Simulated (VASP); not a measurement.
# Rb (Fd-3m) in VASP: notebook

Rb is run at these levels: LDA; tasks: single point.

Program: VASP 6.6.1. These are calculated values, not measurements. Logs are shortened: lines on timing, memory, paths and dates and some standing lists are left out, and cuts for length are marked.

### Step 1. The cell of the first run

It takes space group Fd-3m (No. 227, cubic). The conventional cell has a = 9.655 Å, b = 9.655 Å, c = 9.655 Å, α = 90.00°, β = 90.00°, γ = 90.00°. Within 5.5 Å of Rb (site symmetry -43m) lie 4 Rb at 4.18 Å.

### Step 2. Single point, LDA (volume scaled by 0.95)

Contents of INCAR:

```
SYSTEM = Rb
ALGO = Normal ; EDIFF = 1E-6
ENCUT = 520 ; GGA = CA
ISIF = 2 ; ISMEAR = -1
LASPH = .True. ; LCHARG = .False.
LREAL = .False. ; LWAVE = .False.
NBANDS = 16 ; NELM = 60
PREC = Accurate ; SIGMA = 0.08
```

Contents of KPOINTS:

```
k-points
0
Gamma
  7 7 7
  0 0 0
```

Contents of POSCAR:

```
Rb
1.0
    0.0000000000      4.8275515590      4.8275515590
    4.8275515590      0.0000000000      4.8275515590
    4.8275515590      4.8275515590      0.0000000000
Rb
2
Direct
   -0.1250000000     -0.1250000000     -0.1250000000
    0.1250000000      0.1250000000      0.1250000000
```

Potentials or basis: VASP PAW LDA potentials, release 64 (Rb_sv).

Run with:

```console
$ cat potpaw_LDA.64/Rb_sv/POTCAR > POTCAR
$ mpirun -np 1 vasp_std > vasp.out
```

OUTCAR:

```text
SYSTEM = Rb
   EDIFF = 1E-6
   ENCUT = 520
   GGA = CA
   ISIF = 2
   ISMEAR = -1
   LASPH = .True.
   LREAL = .False.
   NELM = 60
   PREC = Accurate

 ion  position               nearest neighbor table
   1  0.875  0.875  0.875-   2 4.18   2 4.18   2 4.18   2 4.18
   2  0.125  0.125  0.125-   1 4.18   1 4.18   1 4.18   1 4.18

  LATTYP: Found a face centered cubic cell.
 ALAT       =     9.6551031180

  Lattice vectors:

 A1 = (   0.0000000000,   4.8275515590,   4.8275515590)
 A2 = (   4.8275515590,   0.0000000000,   4.8275515590)
 A3 = (   4.8275515590,   4.8275515590,   0.0000000000)

Analysis of symmetry for initial positions (statically):
[... 5 lines left out ...]
 face centered cubic supercell.

 Subroutine GETGRP returns: Found 48 space group operations
 (whereof 12 operations were pure point group operations)
 out of a pool of 48 trial point group operations.

The static configuration has the point symmetry D_3d.
 The point group associated with its full space group is O_h .

Analysis of symmetry for dynamics (positions and initial velocities):
[... 5 lines left out ...]
 face centered cubic supercell.

 Subroutine GETGRP returns: Found 48 space group operations
 (whereof 12 operations were pure point group operations)
 out of a pool of 48 trial point group operations.

The dynamic configuration has the point symmetry D_3d.
 The point group associated with its full space group is O_h .

 Subroutine INISYM returns: Found 48 space group operations
 (whereof 12 operations are pure point group operations),
 and found     1 'primitive' translations

----------------------------------------------------------------------------------------

                                     Primitive cell

  volume of cell :     225.0146

  direct lattice vectors                    reciprocal lattice vectors
     0.000000000  4.827551559  4.827551559    -0.103572172  0.103572172  0.103572172
     4.827551559  0.000000000  4.827551559     0.103572172 -0.103572172  0.103572172
     4.827551559  4.827551559  0.000000000     0.103572172  0.103572172 -0.103572172

  length of vectors
     6.827188888  6.827188888  6.827188888     0.179392264  0.179392264  0.179392264

  position of ions in fractional coordinates (direct lattice)
     0.875000000  0.875000000  0.875000000
     0.125000000  0.125000000  0.125000000

  ion indices of the primitive-cell ions
   primitive index   ion index
                 1           1
                 2           2

----------------------------------------------------------------------------------------

 KPOINTS: k-points

Automatic generation of k-mesh.
 Grid dimensions read from file:
 generate k-points for:    7    7    7

 Generating k-lattice:

  Cartesian coordinates                     Fractional coordinates (reciprocal lattice)
    -0.014796025  0.014796025  0.014796025     0.142857143  0.000000000  0.000000000
     0.014796025 -0.014796025  0.014796025     0.000000000  0.142857143  0.000000000
     0.014796025  0.014796025 -0.014796025     0.000000000  0.000000000  0.142857143

  Length of vectors
     0.025627466  0.025627466  0.025627466

  Shift w.r.t. Gamma in fractional coordinates (k-lattice)
     0.000000000  0.000000000  0.000000000

 Subroutine IBZKPT returns following result:
 ===========================================

 Found     20 irreducible k-points:

 Following reciprocal coordinates:
            Coordinates               Weight
  0.000000  0.000000  0.000000      1.000000
  0.142857  0.000000  0.000000      8.000000
  0.285714  0.000000  0.000000      8.000000
  0.428571  0.000000  0.000000      8.000000
  0.142857  0.142857  0.000000      6.000000
  0.285714  0.142857  0.000000     24.000000
[... 12 lines left out ...]
 -0.428571  0.428571  0.142857     24.000000
 -0.285714  0.428571  0.142857     24.000000
   k-points           NKPTS =     20   k-points in BZ     NKDIM =     20   number of bands    NBANDS=     16
   number of dos      NEDOS =    301   number of ions     NIONS =      2
   total plane-waves  NPLWV = 157464
   dimension x,y,z NGX =    54 NGY =   54 NGZ =   54
   dimension x,y,z NGXF=   108 NGYF=  108 NGZF=  108
   ions per type =               2
   NGX,Y,Z   is equivalent  to a cutoff of  13.15, 13.15, 13.15 a.u.
   NGXF,Y,Z  is equivalent  to a cutoff of  26.30, 26.30, 26.30 a.u.
 SYSTEM =  Rb
   PREC   = accura    normal or accurate (medium, high low for compatibility)
   ISTART =      0    job   : 0-new  1-cont  2-samecut
   ICHARG =      2    charge: 1-file 2-atom 10-const
   ISPIN  =      1    spin polarized calculation?
   LNONCOLLINEAR =      F non collinear calculations
   LSORBIT =      F    spin-orbit coupling
   LASPH  =      T    aspherical Exc in radial PAW
   ENCUT  =  520.0 eV  38.22 Ry    6.18 a.u.  12.69 12.69 12.69*2*pi/ulx,y,z
   NELM   =     60;   NELMIN=  2; NELMDL= -5     # of ELM steps
   EDIFF  = 0.1E-05   stopping-criterion for ELM
   LREAL  =      F    real-space projection
   EDIFFG = 0.1E-04   stopping-criterion for IOM
   NSW    =      0    number of steps for IOM
   IBRION =     -1    ionic relax: 0-MD 1-quasi-New 2-CG
   NFREE  =      0    steps in history (QN), initial steepest desc. (CG)
   ISIF   =      2    stress and relaxation
   ISYM   =      2    0-nonsym 1-usesym 2-fastsym
   POTIM  = 0.5000    time-step for ionic-motion
   TEBEG  =    0.0;   TEEND  =   0.0 temperature during run
   PSTRESS=    0.0 pullay stress
   NELECT =      18.0000    total number of electrons
   NUPDOWN=      -1.0000    fix difference up-down
   EMIN   =  10.00;   EMAX   =-10.00  energy-range for DOS
   EFERMI =   0.00;   METHOD = LEGACY
   ISMEAR =    -1;   SIGMA  =   0.08  broadening in eV -4-tet -1-fermi 0-gaus
   EFERMI_NEDOS =   21; number of points for ismear=-14 and -15
   IALGO  =     38    algorithm
   IMIX   =      4    mixing-type and parameters
     AMIX     =   0.40;   BMIX     =  1.00
     AMIX_MAG =   1.60;   BMIX_MAG =  1.00
  volume/ion in A,a.u.               =     112.51       759.24
  Fermi-wavevector in a.u.,A,eV,Ry     =   0.705389  1.332992  6.769902  0.497574
  Thomas-Fermi vector in A             =   1.790887
   LORBIT       =      0    0 simple, 1 ext, 2 COOP (PROOUT), +10 PAW based schemes
   GGA     = CA    functional components
   LHFCALC =     F    Hartree Fock is set to
   AEXX    =    0.0000 exact exchange contribution
   IVDW    =     0    specifies the selected vdW correction
   LEPSILON=     F    determine dielectric tensor
   LRPA    =     F    only Hartree local field effects (RPA)
 non-spin polarized calculation
  energy-cutoff  :      520.00
  volume of cell :      225.01
 maximum number of plane-waves:      6086
 NGX is ok and might be reduce to    54
   NGX = 25   NGY = 25   NGZ = 25

 number of electron      18.0000000 magnetization

 Free energy of the ion-electron system (eV)
  ---------------------------------------------------
  ext. energy  EPLUGINS =         0.00000000
  ---------------------------------------------------
  free energy    TOTEN  =        -1.57353804 eV

  energy without entropy =       -1.54139705  energy(sigma->0) =       -1.55746754

 E-fermi :  -0.5051     XC(G=0):  -5.0554

 val. band max:       -0.5610481850   @ k =  -0.2857   0.4286   0.1429
 cond. band min:      -0.4728004956   @ k =  -0.4286   0.4286   0.0000
 fundamental gap:      0.0882476894
 Fermi energy:        -0.5051097188

 k-point     1 :       0.0000    0.0000    0.0000
  band No.  band energies     occupation
      1     -29.7186      2.00000
      2     -29.6864      2.00000
      3     -13.9289      2.00000
      4     -13.9289      2.00000
      5     -13.9289      2.00000
      6     -13.7795      2.00000
[... 8 lines left out ...]
     15       1.9732      0.00000
     16       1.9732      0.00000

 k-point     2 :       0.1429    0.0000    0.0000
  band No.  band energies     occupation
      1     -29.7174      2.00000
      2     -29.6876      2.00000
      3     -13.9323      2.00000
      4     -13.9323      2.00000
      5     -13.9286      2.00000
      6     -13.7808      2.00000
[... 8 lines left out ...]
     15       1.7975      0.00000
     16       2.0362      0.00000

 k-point     3 :       0.2857    0.0000    0.0000
  band No.  band energies     occupation
      1     -29.7143      2.00000
      2     -29.6907      2.00000
      3     -13.9395      2.00000
      4     -13.9395      2.00000
      5     -13.9279      2.00000
      6     -13.7834      2.00000
[... 8 lines left out ...]
     15       1.9309      0.00000
     16       2.1873      0.00000

 k-point     4 :       0.4286    0.0000    0.0000
  band No.  band energies     occupation
      1     -29.7111      2.00000
      2     -29.6939      2.00000
      3     -13.9448      2.00000
      4     -13.9448      2.00000
      5     -13.9275      2.00000
      6     -13.7854      2.00000
[... 8 lines left out ...]
     15       1.9865      0.00000
     16       2.3701      0.00000

 k-point     5 :       0.1429    0.1429    0.0000
  band No.  band energies     occupation
      1     -29.7170      2.00000
      2     -29.6880      2.00000
      3     -13.9363      2.00000
      4     -13.9363      2.00000
      5     -13.9220      2.00000
      6     -13.7876      2.00000
[... 8 lines left out ...]
     15       1.7678      0.00000
     16       2.1121      0.00000

 k-point     6 :       0.2857    0.1429    0.0000
  band No.  band energies     occupation
      1     -29.7145      2.00000
      2     -29.6906      2.00000
      3     -13.9441      2.00000
      4     -13.9435      2.00000
      5     -13.9160      2.00000
      6     -13.7948      2.00000
[... 8 lines left out ...]
     15       1.9343      0.00000
     16       2.2114      0.00000

 k-point     7 :       0.4286    0.1429    0.0000
  band No.  band energies     occupation
      1     -29.7110      2.00000
      2     -29.6941      2.00000
      3     -13.9524      2.00000
      4     -13.9485      2.00000
      5     -13.9116      2.00000
      6     -13.8003      2.00000
[... 8 lines left out ...]
     15       2.0176      0.00000
     16       2.4049      0.00000

 k-point     8 :      -0.4286    0.1429    0.0000
  band No.  band energies     occupation
      1     -29.7096      2.00000
      2     -29.6955      2.00000
      3     -13.9562      2.00000
      4     -13.9479      2.00000
      5     -13.9112      2.00000
      6     -13.8010      2.00000
[... 8 lines left out ...]
     15       2.0857      0.00000
     16       2.4126      0.00000

 k-point     9 :      -0.2857    0.1429    0.0000
  band No.  band energies     occupation
      1     -29.7122      2.00000
      2     -29.6928      2.00000
      3     -13.9526      2.00000
      4     -13.9422      2.00000
      5     -13.9159      2.00000
      6     -13.7956      2.00000
[... 8 lines left out ...]
     15       2.0300      0.00000
     16       2.2156      0.00000
[... 96 lines left out ...]
 k-point    15 :       0.4286    0.4286    0.0000
  band No.  band energies     occupation
      1     -29.7061      2.00000
      2     -29.6989      2.00000
      3     -13.9610      2.00000
      4     -13.9610      2.00000
      5     -13.8735      2.00000
      6     -13.8405      2.00000
[... 8 lines left out ...]
     15       2.4008      0.00000
     16       2.4008      0.00000

 k-point    16 :      -0.4286    0.4286    0.0000
  band No.  band energies     occupation
      1     -29.7033      2.00000
      2     -29.7017      2.00000
      3     -13.9641      2.00000
      4     -13.9607      2.00000
      5     -13.8636      2.00000
      6     -13.8502      2.00000
[... 8 lines left out ...]
     15       2.2713      0.00000
     16       2.4597      0.00000

 k-point    17 :       0.4286    0.2857    0.1429
  band No.  band energies     occupation
      1     -29.7115      2.00000
      2     -29.6935      2.00000
      3     -13.9552      2.00000
      4     -13.9480      2.00000
      5     -13.9045      2.00000
      6     -13.8073      2.00000
[... 8 lines left out ...]
     15       2.0223      0.00000
     16       2.2692      0.00000

 k-point    18 :      -0.4286    0.2857    0.1429
  band No.  band energies     occupation
      1     -29.7082      2.00000
      2     -29.6968      2.00000
      3     -13.9618      2.00000
      4     -13.9529      2.00000
      5     -13.8939      2.00000
      6     -13.8184      2.00000
[... 8 lines left out ...]
     15       2.0580      0.00000
     16       2.3300      0.00000

 k-point    19 :      -0.4286    0.4286    0.1429
  band No.  band energies     occupation
      1     -29.7057      2.00000
      2     -29.6993      2.00000
      3     -13.9627      2.00000
      4     -13.9600      2.00000
      5     -13.8740      2.00000
      6     -13.8391      2.00000
[... 8 lines left out ...]
     15       2.1977      0.00000
     16       2.3120      0.00000

 k-point    20 :      -0.2857    0.4286    0.1429
  band No.  band energies     occupation
      1     -29.7047      2.00000
      2     -29.7003      2.00000
      3     -13.9649      2.00000
      4     -13.9589      2.00000
      5     -13.8722      2.00000
      6     -13.8404      2.00000
[... 8 lines left out ...]
     15       2.0872      0.00000
     16       2.2459      0.00000

------------------------ aborting loop because EDIFF is reached ----------------------------------------

  FORCE on cell =-STRESS in cart. coord.  units (eV):
  Direction    XX          YY          ZZ          XY          YZ          ZX
  --------------------------------------------------------------------------------------
  -------------------------------------------------------------------------------------
  Total        0.1105300      0.1105300      0.1105300      0.0000000     -0.0000000      0.0000000
  in kB        0.7870096      0.7870096      0.7870096      0.0000000     -0.0000000      0.0000000
  external PRESSURE =       0.7870096 kB  Pullay stress =       0.0000000 kB

 VOLUME and BASIS-vectors are now :
 -----------------------------------------------------------------------------
  energy-cutoff  :      520.00
  volume of cell :      225.01
      direct lattice vectors                 reciprocal lattice vectors
     0.000000000  4.827551559  4.827551559    -0.103572172  0.103572172  0.103572172
     4.827551559  0.000000000  4.827551559     0.103572172 -0.103572172  0.103572172
     4.827551559  4.827551559  0.000000000     0.103572172  0.103572172 -0.103572172

 POSITION                                       TOTAL-FORCE (eV/Angst)
 -----------------------------------------------------------------------------------
      8.44822      8.44822      8.44822         0.000000      0.000000      0.000000
      1.20689      1.20689      1.20689        -0.000000     -0.000000     -0.000000
 -----------------------------------------------------------------------------------
    total drift:                               -0.000000      0.000000     -0.000000

  FREE ENERGIE OF THE ION-ELECTRON SYSTEM (eV)
  ---------------------------------------------------
  free  energy   TOTEN  =        -1.5735380382 eV

  energy  without entropy=       -1.5413970495  energy(sigma->0) =       -1.55746754
```

Run time: 44 s. Hardware: 1 thread of Intel Xeon 6975P-C (Granite Rapids), shared host; peak memory 0.31 GiB.

Results:

```
Free energy : -1.5735 eV
Pressure    : 0.1 GPa
```

Caveat: the cell differs from its parent crystal (volume scaled by 0.95).

### Step 3. Single point, LDA

This run uses another cell than the first one, of 118.43 Å³/atom, 1.053 times its volume.

Contents of INCAR:

```
SYSTEM = Rb
PREC     = Accurate       ! precision mode
ENCUT    = 520            ! plane-wave cutoff, eV
EDIFF    = 1E-7           ! SCF threshold, eV
ISMEAR   = -1             ! smearing method
SIGMA    = 0.08           ! smearing width, eV
LREAL    = .FALSE.        ! projectors in reciprocal space
LASPH    = .TRUE.         ! aspherical terms in the spheres
NELM     = 60             ! most SCF steps
ALGO     = Normal         ! electronic algorithm
ISIF     = 2              ! what is computed and relaxed
LWAVE    = .FALSE.        ! write WAVECAR
LCHARG   = .FALSE.        ! write CHGCAR
GGA      = CA             ! functional
NBANDS   = 16             ! bands
```

Contents of KPOINTS:

```
Automatic mesh
0
G
  7 7 7
  0 0 0
```

Contents of POSCAR:

```
Rb
1.0
    0.0000000000      4.9108015665      4.9108015665
    4.9108015665      0.0000000000      4.9108015665
    4.9108015665      4.9108015665      0.0000000000
Rb
2
Direct
   -0.1250000000     -0.1250000000     -0.1250000000
    0.1250000000      0.1250000000      0.1250000000
```

Potentials or basis: VASP PAW LDA potentials, release 64 (Rb_sv).

Run with:

```console
$ cat potpaw_LDA.64/Rb_sv/POTCAR > POTCAR
$ mpirun -np 1 vasp_std > vasp.out
```

It took 48 s on 1 thread of AMD EPYC 9R45 (Zen 5), shared host; peak memory 0.27 GiB.

Results (log left out):

```
Free energy : -1.5769 eV
Pressure    : 0.0 GPa
```

Levels at points of the mesh, in eV from the Fermi level:
| k point | band 5 | band 6 | band 7 | band 8 | band 9 | band 10 | band 11 | band 12 | band 13 | band 14 |
| --- | --- | --- | --- | --- | --- | --- | --- | --- | --- | --- |
| (0.00, 0.00, 0.00) | -13.40 | -13.27 | -13.27 | -13.27 | -1.73 | 2.09 | 2.09 | 2.09 | 2.18 | 2.18 |

### Step 4. Single point, LDA

This run uses another cell than the first one, of 118.43 Å³/atom, 1.053 times its volume.

Contents of INCAR:

```
SYSTEM = Rb
ALGO = Normal
EDIFF = 1E-6
ENCUT = 520
ISIF = 2
ISMEAR = -1
LASPH = .True.
LCHARG = .False.
LREAL = .False.
LWAVE = .False.
NBANDS = 16
NELM = 80
PREC = Accurate
SIGMA = 0.08
```

Contents of KPOINTS:

```
k-points
0
Gamma
  7 7 7
  0 0 0
```

POSCAR is that of step 3.

Run with:

```console
$ cat potpaw_LDA.64/Rb_sv/POTCAR > POTCAR
$ mpirun -np 1 vasp_std > vasp.out
```

Wall time 48 s (1 thread of AMD EPYC 9R45 (Zen 5), shared host); peak memory 0.27 GiB.

The run converged. Its results:

```
Free energy : -1.5769 eV
Pressure    : 0.0 GPa
```

Levels at points of the mesh, in eV from the Fermi level:
```csv
k point,band 6,band 7,band 8,band 9,band 10,band 11,band 12,band 13
"(0.00, 0.00, 0.00)",-13.27,-13.27,-13.27,-1.73,2.09,2.09,2.09,2.18
```

### Step 5. Single point, LDA

This run uses another cell than the first one, of 118.43 Å³/atom, 1.053 times its volume.

Contents of INCAR:

```
PREC     = Accurate       # precision mode
ENCUT    = 520            # plane-wave cutoff, eV
EDIFF    = 1E-6           # SCF threshold, eV
ISMEAR   = -1             # smearing method
SIGMA    = 0.08           # smearing width, eV
LREAL    = F              # projectors in reciprocal space
LASPH    = T              # aspherical terms in the spheres
NELM     = 60             # most SCF steps
ALGO     = Normal         # electronic algorithm
ISIF     = 2              # what is computed and relaxed
LWAVE    = F              # write WAVECAR
LCHARG   = T              # write CHGCAR
GGA      = CA             # functional
LELF     = T              # ELF
LVHAR    = T            
NBANDS   = 16             # bands
```

Contents of KPOINTS:

```
regular mesh
0
Gamma
  7 7 7
```

POSCAR is that of step 4.

Run with:

```console
$ cat potpaw_LDA.64/Rb_sv/POTCAR > POTCAR
$ mpirun -np 1 vasp_std > vasp.out
```

Wall time 52 s (1 thread of AMD EPYC 9R45 (Zen 5), shared host); peak memory 0.27 GiB.

It converged, with:

| Quantity | Value |
| --- | --- |
| Free energy | -1.5769 eV |
| Pressure | 0.0 GPa |

Levels at points of the mesh, in eV from the Fermi level:
| k point | band 7 | band 8 | band 9 | band 10 | band 11 | band 12 |
| --- | --- | --- | --- | --- | --- | --- |
| (0.00, 0.00, 0.00) | -13.27 | -13.27 | -1.73 | 2.09 | 2.09 | 2.09 |
